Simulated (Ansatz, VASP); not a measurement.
KTaSe3: VASP beside Ansatz

File INCAR:

```
SYSTEM = KTaSe3
PREC     = Accurate       ! precision mode
ENCUT    = 600            ! plane-wave cutoff, eV
EDIFF    = 1E-6           ! SCF threshold, eV
ISMEAR   = 0              ! smearing method
SIGMA    = 0.2            ! smearing width, eV
LREAL    = .False.        ! projectors in reciprocal space
LASPH    = .True.         ! aspherical terms in the spheres
NELM     = 60             ! most SCF steps
ALGO     = Normal         ! electronic algorithm
ISIF     = 3              ! what is computed and relaxed
LWAVE    = .False.        ! write WAVECAR
LCHARG   = .False.        ! write CHGCAR
GGA      = PE             ! functional
IBRION   = 2              ! ionic algorithm
NSW      = 80             ! ionic steps
EDIFFG   = -0.025         ! ionic threshold
```

File KPOINTS:

```
regular mesh
0
Gamma
  4 4 2
  0 0 0
```

POSCAR

```
KTaSe3
1.0
   -0.0479736831      5.1500859106      0.0708764744
    0.0059121369      0.0708764744      5.1381688296
   10.0662633363     -0.0959473661      0.0118242738
K Ta Se
2 2 6
Direct
    0.0046938200      0.0102274775      0.0036314844
   -0.0016444184     -0.0111721512      0.4955680122
    0.5070905909      0.4903279458      0.2473141418
    0.4995772655      0.5027125436      0.7498184098
    0.4867948586      0.4924249651      0.5034390319
    0.5019070012      0.5047723498      0.9865767896
    0.0079977396      0.4984979692      0.2497281787
   -0.0149265686      0.5112718172      0.7570789162
    0.4919400567     -0.0033539289      0.2618179266
    0.5165696546      0.0042910119      0.7450271088
```

Input for Ansatz:

```yaml
crystal:
  lattice:
    - [-0.0479736831, 5.1500859106, 0.0708764744]
    - [0.0059121369, 0.0708764744, 5.1381688296]
    - [10.0662633363, -0.0959473661, 0.0118242738]
  atoms:
    - { symbol: K, position: [0.00469382, 0.0102274775, 0.0036314844] }
    - { symbol: K, position: [-0.0016444184, -0.0111721512, 0.4955680122] }
    - { symbol: Ta, position: [0.5070905909, 0.4903279458, 0.2473141418] }
    - { symbol: Ta, position: [0.4995772655, 0.5027125436, 0.7498184098] }
    - { symbol: Se, position: [0.4867948586, 0.4924249651, 0.5034390319] }
    - { symbol: Se, position: [0.5019070012, 0.5047723498, 0.9865767896] }
    - { symbol: Se, position: [0.0079977396, 0.4984979692, 0.2497281787] }
    - { symbol: Se, position: [-0.0149265686, 0.5112718172, 0.7570789162] }
    - { symbol: Se, position: [0.4919400567, -0.0033539289, 0.2618179266] }
    - { symbol: Se, position: [0.5165696546, 0.0042910119, 0.7450271088] }
basis:
  ecutwfc: 420
kpoints:
  mp_grid: { grid: [4, 4, 2] }
hamiltonian:
  xc: pbe
scf:
  occupations: { method: gaussian, width: 0.2 }
  lower_state_search: "off"
output:
  forces: true
  stress: true
  eigenvalues: true
relax:
  adjacent_minimum: "off"
  f_tol: 0.025
  max_steps: 60
  cell: { stress_tol: 0.25 }
```

Change from the starting cell: cell x2, atoms moved at random (sigma 0.05 Å) and cell strained at random (1.5 %), then relaxed without symmetry.

Alike in both runs: task relaxation of cell and atoms; functional PBE; k mesh 4 × 4 × 2; occupations gaussian, width 0.2 eV; no spin polarisation.

|  | VASP | Ansatz |
| --- | --- | --- |
| version | VASP 6.6.1 | Ansatz 0.2.0 |
| potentials or method | VASP PAW PBE potentials, release 64 (K_sv, Ta_pv, Se), cutoff 600 eV | scalar-relativistic, plane waves, PAW |
| valence electrons in the cell | 76 | 140 |

```tsv
	VASP	Ansatz	Ansatz less VASP
gap on the k mesh at the Fermi level, each at its own relaxed structure (eV)	none	none	-
relaxed volume (Å³/atom)	26.64	26.58	-0.064
relaxed length of the cell vector where the two differ most in proportion (Å)	10.217	10.203	-0.0139
```

A gap of «none» marks a metal or a gap that the smearing closes. VASP's potentials hold 76 valence electrons a cell and Ansatz's 140, so a difference there can come from the potentials and not from the codes.

Spin-orbit coupling is off throughout.
